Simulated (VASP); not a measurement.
# ZnCdO (P4_2/mmc) in VASP: single point with PBE

Aim: the single point of ZnCdO with PBE.

All numbers are computed with VASP 6.6.1; they aren't measurements. Logs are shortened: lines on timing, memory, paths and dates and some standing lists are left out, and cuts for length are marked.

**1. The cell of the first run**

Symmetry: P4_2/mmc, No. 131, tetragonal system. The conventional cell has a = 3.668 Å, b = 3.668 Å, c = 7.179 Å, α = 90.00°, β = 90.00°, γ = 90.00°. Within 2.4 Å of Zn (site symmetry mmm) lie 2 O at 1.83 Å. Within 3.4 Å of Cd (site symmetry -4m2) lie 4 O at 2.57 Å and 8 Zn at 3.15 Å. Within 2.4 Å of O (site symmetry mmm) lie 2 Zn at 1.83 Å.

The cell was built from a structure type or drawn by symmetry, and may not be a known phase.

**2. Single point, PBE, collinear spin, ferromagnetic start**

Input file INCAR:

```
ALGO = Normal
EDIFF = 1E-6
ENCUT = 600
GGA = PE
GGA_COMPAT = F
ISIF = 2
ISMEAR = 0
ISPIN = 2
LASPH = T
LCHARG = F
LORBIT = 11
LREAL = F
LWAVE = F
MAGMOM = 0 0 0 0 1 1
NBANDS = 51
NELM = 200
PREC = Accurate
SIGMA = 0.1
```

Input file KPOINTS:

```
k-points
0
Gamma
  6 6 4
```

Input file POSCAR:

```
ZnCdO
1.0
    3.6675825100      0.0000000000      0.0000000000
    0.0000000000      3.6675825100      0.0000000000
    0.0000000000      0.0000000000      7.1792809800
Zn Cd O
2 2 2
Direct
    0.5000000000      0.5000000000      0.0000000000
    0.5000000000      0.5000000000      0.5000000000
    0.0000000000      0.0000000000      0.2500000000
    0.0000000000      0.0000000000      0.7500000000
    0.0000000000      0.5000000000      0.0000000000
    0.5000000000      0.0000000000      0.5000000000
```

Potentials or basis: VASP PAW PBE potentials, release 64 (Zn, Cd_sv_GW, O).

On the command line:

```sh
$ cat potpaw_PBE.64/Zn/POTCAR potpaw_PBE.64/Cd_sv_GW/POTCAR potpaw_PBE.64/O/POTCAR > POTCAR
$ mpirun -np 1 vasp_std > vasp.out
```

OUTCAR:

```text
EDIFF = 1E-6
   ENCUT = 600
   GGA = PE
   ISIF = 2
   ISMEAR = 0
   ISPIN = 2
   LASPH = T
   LORBIT = 11
   LREAL = F
   NELM = 200
   PREC = Accurate

 ion  position               nearest neighbor table
   1  0.500  0.500  0.000-   5 1.83   5 1.83
   2  0.500  0.500  0.500-   6 1.83   6 1.83
   3  0.000  0.000  0.250-
   4  0.000  0.000  0.750-
   5  0.000  0.500  0.000-   1 1.83   1 1.83
   6  0.500  0.000  0.500-   2 1.83   2 1.83

  LATTYP: Found a simple tetragonal cell.
 ALAT       =     3.6675825100
 C/A-ratio  =     1.9574967872

  Lattice vectors:

 A1 = (   3.6675825100,   0.0000000000,   0.0000000000)
 A2 = (   0.0000000000,   3.6675825100,   0.0000000000)
 A3 = (   0.0000000000,   0.0000000000,   7.1792809800)

Analysis of symmetry for initial positions (statically):
=====================================================================
 Subroutine PRICEL returns:
 Original cell was already a primitive cell.

 Routine SETGRP: Setting up the symmetry group for a
 simple tetragonal supercell.

 Subroutine GETGRP returns: Found 16 space group operations
 (whereof  8 operations were pure point group operations)
 out of a pool of 16 trial point group operations.

The static configuration has the point symmetry D_2h.
 The point group associated with its full space group is D_4h.

Analysis of symmetry for dynamics (positions and initial velocities):
=====================================================================
 Subroutine PRICEL returns:
 Original cell was already a primitive cell.

 Routine SETGRP: Setting up the symmetry group for a
 simple tetragonal supercell.

 Subroutine GETGRP returns: Found 16 space group operations
 (whereof  8 operations were pure point group operations)
 out of a pool of 16 trial point group operations.

The dynamic configuration has the point symmetry D_2h.
 The point group associated with its full space group is D_4h.

Analysis of structural, dynamic, and magnetic symmetry:
=====================================================================
 Subroutine PRICEL returns:
 Original cell was already a primitive cell.

 Routine SETGRP: Setting up the symmetry group for a
 simple tetragonal supercell.

 Subroutine GETGRP returns: Found 16 space group operations
 (whereof  8 operations were pure point group operations)
 out of a pool of 16 trial point group operations.

The overall configuration has the point symmetry D_2h.
 The point group associated with its full space group is D_4h.

 Subroutine INISYM returns: Found 16 space group operations
 (whereof  8 operations are pure point group operations),
 and found     1 'primitive' translations

----------------------------------------------------------------------------------------

                                     Primitive cell

  volume of cell :      96.5697

  direct lattice vectors                    reciprocal lattice vectors
     3.667582510  0.000000000  0.000000000     0.272659169  0.000000000  0.000000000
     0.000000000  3.667582510  0.000000000     0.000000000  0.272659169  0.000000000
     0.000000000  0.000000000  7.179280980     0.000000000  0.000000000  0.139289715

  length of vectors
     3.667582510  3.667582510  7.179280980     0.272659169  0.272659169  0.139289715

  position of ions in fractional coordinates (direct lattice)
     0.500000000  0.500000000  0.000000000
     0.500000000  0.500000000  0.500000000
     0.000000000  0.000000000  0.250000000
     0.000000000  0.000000000  0.750000000
     0.000000000  0.500000000  0.000000000
     0.500000000  0.000000000  0.500000000

  ion indices of the primitive-cell ions
   primitive index   ion index
                 1           1
                 2           2
                 3           3
                 4           4
                 5           5
                 6           6

----------------------------------------------------------------------------------------

 KPOINTS: k-points

Automatic generation of k-mesh.
 Grid dimensions read from file:
 generate k-points for:    6    6    4

 Generating k-lattice:

  Cartesian coordinates                     Fractional coordinates (reciprocal lattice)
     0.045443195  0.000000000  0.000000000     0.166666667  0.000000000  0.000000000
     0.000000000  0.045443195  0.000000000     0.000000000  0.166666667  0.000000000
     0.000000000  0.000000000  0.034822429     0.000000000  0.000000000  0.250000000

  Length of vectors
     0.045443195  0.045443195  0.034822429

  Shift w.r.t. Gamma in fractional coordinates (k-lattice)
     0.000000000  0.000000000  0.000000000

 Subroutine IBZKPT returns following result:
 ===========================================

 Found     30 irreducible k-points:

 Following reciprocal coordinates:
            Coordinates               Weight
  0.000000  0.000000  0.000000      1.000000
  0.166667  0.000000  0.000000      4.000000
  0.333333  0.000000  0.000000      4.000000
  0.500000  0.000000  0.000000      2.000000
  0.166667  0.166667  0.000000      4.000000
  0.333333  0.166667  0.000000      8.000000
[... 16 lines left out ...]
  0.333333  0.000000  0.500000      4.000000
  0.500000  0.000000  0.500000      2.000000
 [... further k-points ...]
   k-points           NKPTS =     30   k-points in BZ     NKDIM =     30   number of bands    NBANDS=     51
   number of dos      NEDOS =    301   number of ions     NIONS =      6
   total plane-waves  NPLWV =  54000
   dimension x,y,z NGX =    30 NGY =   30 NGZ =   60
   dimension x,y,z NGXF=    60 NGYF=   60 NGZF=  120
   ions per type =               2   2   2
   NGX,Y,Z   is equivalent  to a cutoff of  13.60, 13.60, 13.89 a.u.
   NGXF,Y,Z  is equivalent  to a cutoff of  27.20, 27.20, 27.79 a.u.
 SYSTEM =  unknown system
   PREC   = accura    normal or accurate (medium, high low for compatibility)
   ISTART =      0    job   : 0-new  1-cont  2-samecut
   ICHARG =      2    charge: 1-file 2-atom 10-const
   ISPIN  =      2    spin polarized calculation?
   LNONCOLLINEAR =      F non collinear calculations
   LSORBIT =      F    spin-orbit coupling
   LASPH  =      T    aspherical Exc in radial PAW
   ENCUT  =  600.0 eV  44.10 Ry    6.64 a.u.   7.33  7.33 14.34*2*pi/ulx,y,z
   NELM   =    200;   NELMIN=  2; NELMDL= -5     # of ELM steps
   EDIFF  = 0.1E-05   stopping-criterion for ELM
   LREAL  =      F    real-space projection
   EDIFFG = 0.1E-04   stopping-criterion for IOM
   NSW    =      0    number of steps for IOM
   IBRION =     -1    ionic relax: 0-MD 1-quasi-New 2-CG
   NFREE  =      0    steps in history (QN), initial steepest desc. (CG)
   ISIF   =      2    stress and relaxation
   ISYM   =      2    0-nonsym 1-usesym 2-fastsym
   POTIM  = 0.5000    time-step for ionic-motion
   TEBEG  =    0.0;   TEEND  =   0.0 temperature during run
   PSTRESS=    0.0 pullay stress
   NELECT =      76.0000    total number of electrons
   NUPDOWN=      -1.0000    fix difference up-down
   EMIN   =  10.00;   EMAX   =-10.00  energy-range for DOS
   EFERMI =   0.00;   METHOD = LEGACY
   ISMEAR =     0;   SIGMA  =   0.10  broadening in eV -4-tet -1-fermi 0-gaus
   EFERMI_NEDOS =   21; number of points for ismear=-14 and -15
   IALGO  =     38    algorithm
   IMIX   =      4    mixing-type and parameters
     AMIX     =   0.40;   BMIX     =  1.00
     AMIX_MAG =   1.60;   BMIX_MAG =  1.00
  volume/ion in A,a.u.               =      16.09       108.61
  Fermi-wavevector in a.u.,A,eV,Ry     =   1.511469  2.856261 31.083015  2.284537
  Thomas-Fermi vector in A             =   2.621522
   LORBIT       =     11    0 simple, 1 ext, 2 COOP (PROOUT), +10 PAW based schemes
   GGA     = PE    functional components
   LHFCALC =     F    Hartree Fock is set to
   AEXX    =    0.0000 exact exchange contribution
   IVDW    =     0    specifies the selected vdW correction
   LEPSILON=     F    determine dielectric tensor
   LRPA    =     F    only Hartree local field effects (RPA)
 spin polarized calculation
 Gauss-broadening in eV      SIGMA  =   0.10
  energy-cutoff  :      600.00
  volume of cell :       96.57
 maximum number of plane-waves:      3252
 NGX is ok and might be reduce to    30
   NGX = 15   NGY = 15   NGZ = 29

 number of electron      75.9999983 magnetization       0.0026896

 number of electron      75.9999983 magnetization      -0.0000945

 Free energy of the ion-electron system (eV)
  ---------------------------------------------------
  ext. energy  EPLUGINS =         0.00000000
  ---------------------------------------------------
  free energy    TOTEN  =       -15.46145107 eV

  energy without entropy =      -15.45327307  energy(sigma->0) =      -15.45736207

 E-fermi :   4.6327     XC(G=0): -10.8683

 val. band max:        4.5959894832   @ k =   0.5000   0.3333   0.5000
 cond. band min:       4.6443782764   @ k =   0.5000   0.3333   0.5000
 fundamental gap:      0.0483887932
 Fermi energy:         4.6327369901

 spin component 1

 k-point     1 :       0.0000    0.0000    0.0000
  band No.  band energies     occupation
      1     -98.3651      1.00000
      2     -98.3650      1.00000
      3     -59.4289      1.00000
      4     -59.4289      1.00000
      5     -59.4288      1.00000
      6     -59.4288      1.00000
[... 42 lines left out ...]
     49      14.0485      0.00000
     50      14.0485      0.00000

 k-point     2 :       0.1667    0.0000    0.0000
  band No.  band energies     occupation
      1     -98.3651      1.00000
      2     -98.3650      1.00000
      3     -59.4295      1.00000
      4     -59.4293      1.00000
      5     -59.4289      1.00000
      6     -59.4288      1.00000
[... 1158 lines left out ...]
 k-point    24 :       0.5000    0.0000    0.5000
  band No.  band energies     occupation
      1     -98.3650      1.00000
      2     -98.3650      1.00000
      3     -59.4308      1.00000
      4     -59.4308      1.00000
      5     -59.4288      1.00000
      6     -59.4288      1.00000
[... 42 lines left out ...]
     49      14.0896      0.00000
     50      14.8467      0.00000

 [... further k-points ...]

 spin component 2

 k-point     1 :       0.0000    0.0000    0.0000
  band No.  band energies     occupation
      1     -98.3651      1.00000
      2     -98.3650      1.00000
      3     -59.4289      1.00000
      4     -59.4289      1.00000
      5     -59.4288      1.00000
      6     -59.4288      1.00000
[... 42 lines left out ...]
     49      14.0485      0.00000
     50      14.0485      0.00000

 k-point     2 :       0.1667    0.0000    0.0000
  band No.  band energies     occupation
      1     -98.3650      1.00000
      2     -98.3650      1.00000
      3     -59.4295      1.00000
      4     -59.4292      1.00000
      5     -59.4289      1.00000
      6     -59.4288      1.00000
[... 1158 lines left out ...]
 k-point    24 :       0.5000    0.0000    0.5000
  band No.  band energies     occupation
      1     -98.3650      1.00000
      2     -98.3650      1.00000
      3     -59.4308      1.00000
      4     -59.4307      1.00000
      5     -59.4288      1.00000
      6     -59.4288      1.00000
[... 42 lines left out ...]
     49      14.0896      0.00000
     50      14.8466      0.00000

 [... further k-points ...]

 [bands above 50 left out]

------------------------ aborting loop because EDIFF is reached ----------------------------------------

  FORCE on cell =-STRESS in cart. coord.  units (eV):
  Direction    XX          YY          ZZ          XY          YZ          ZX
  --------------------------------------------------------------------------------------
  -------------------------------------------------------------------------------------
  Total        5.5850026      5.5850026      3.3172671     -0.0000000      0.0000000      0.0000000
  in kB       92.6601978     92.6601978     55.0364348     -0.0000000      0.0000000      0.0000000
  external PRESSURE =      80.1189434 kB  Pullay stress =       0.0000000 kB

 VOLUME and BASIS-vectors are now :
 -----------------------------------------------------------------------------
  energy-cutoff  :      600.00
  volume of cell :       96.57
      direct lattice vectors                 reciprocal lattice vectors
     3.667582510  0.000000000  0.000000000     0.272659169  0.000000000  0.000000000
     0.000000000  3.667582510  0.000000000     0.000000000  0.272659169  0.000000000
     0.000000000  0.000000000  7.179280980     0.000000000  0.000000000  0.139289715

 POSITION                                       TOTAL-FORCE (eV/Angst)
 -----------------------------------------------------------------------------------
      1.83379      1.83379      0.00000         0.000000      0.000000     -0.000000
      1.83379      1.83379      3.58964         0.000000      0.000000     -0.000000
      0.00000      0.00000      1.79482         0.000000      0.000000      0.000000
      0.00000      0.00000      5.38446         0.000000      0.000000      0.000000
      0.00000      1.83379      0.00000         0.000000      0.000000     -0.000000
      1.83379      0.00000      3.58964         0.000000      0.000000     -0.000000
 -----------------------------------------------------------------------------------
    total drift:                                0.000000      0.000000      0.000000

  FREE ENERGIE OF THE ION-ELECTRON SYSTEM (eV)
  ---------------------------------------------------
  free  energy   TOTEN  =       -15.4614510722 eV

  energy  without entropy=      -15.4532730650  energy(sigma->0) =      -15.45736207

 total charge

# of ion       s       p       d       f       tot
--------------------------------------------------
    1        0.556   0.453   9.840   0.000  10.850
    2        0.556   0.453   9.840   0.000  10.850
    3        2.323   6.119   9.182   0.005  17.628
    4        2.323   6.119   9.182   0.005  17.628
    5        1.607   3.380   0.000   0.000   4.987
    6        1.607   3.380   0.000   0.000   4.987
--------------------------------------------------
tot          8.971  19.905  38.044   0.009  66.930

 magnetization (x)

# of ion       s       p       d       f       tot
--------------------------------------------------
    1        0.000   0.000   0.000   0.000   0.000
    2        0.000   0.000   0.000   0.000   0.000
    3       -0.000   0.000  -0.000  -0.000  -0.000
    4       -0.000   0.000  -0.000  -0.000  -0.000
    5       -0.000  -0.000   0.000   0.000  -0.000
    6       -0.000  -0.000   0.000   0.000  -0.000
--------------------------------------------------
tot          0.000  -0.000  -0.000  -0.000  -0.000
```

Run time: 4.5 min. Hardware: 1 thread of Intel Xeon 6975P-C (Granite Rapids), shared host; peak memory 0.46 GiB.

What came out:

```
Free energy                                           : -15.4615 eV
Pressure                                              : 8.0 GPa
Band gap on the k mesh                                : zero (filled and empty bands overlap)
Net moment                                            : 0.00 μB per cell
Valence electrons inside the program's atomic spheres : Zn 10.85; Cd 17.63; O 4.99
```

Caveat: the cell stands under pressure; semilocal functionals underestimate gaps, so a narrow gap can read as zero.
